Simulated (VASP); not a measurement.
A run of VASP 6.6.1 is set up as follows.

File INCAR:

```
  ALGO = Normal
  EDIFF = 1E-6
  ENCUT = 520
  GGA = PE
  ISIF = 2
  ISMEAR = -1
  LASPH = True
  LCHARG = False
  LREAL = False
  LWAVE = False
  NBANDS = 14
  NELM = 60
  PREC = Accurate
  SIGMA = 0.02
```

KPOINTS

```
k-points
0
Gamma
  8 8 8
```

The input POSCAR:

```
NaCl
1.0
    0.0000000000      3.0872727782      3.1190716878
    3.0872727782      0.0000000000      3.1190716878
    3.0872727782      3.0872727782      0.0000000000
Na Cl
1 1
Direct
    0.0000000000      0.0000000000      0.0000000000
    0.2500000000      0.2500000000      0.2500000000
```

Potentials or basis: VASP PAW PBE potentials, release 64 (Na_pv, Cl).

Run with:

```console
$ cat potpaw_PBE.64/Na_pv/POTCAR potpaw_PBE.64/Cl/POTCAR > POTCAR
$ mpirun -np 1 vasp_std > vasp.out
```

Q: Predict the pressure.

A: 0.5 GPa.

Q: Predict the band gap on the k mesh.

A: 4.91 eV, direct.

Caveat: the cell differs from its parent crystal (uniaxial z strain +1.0%). A k mesh can miss the band edges.
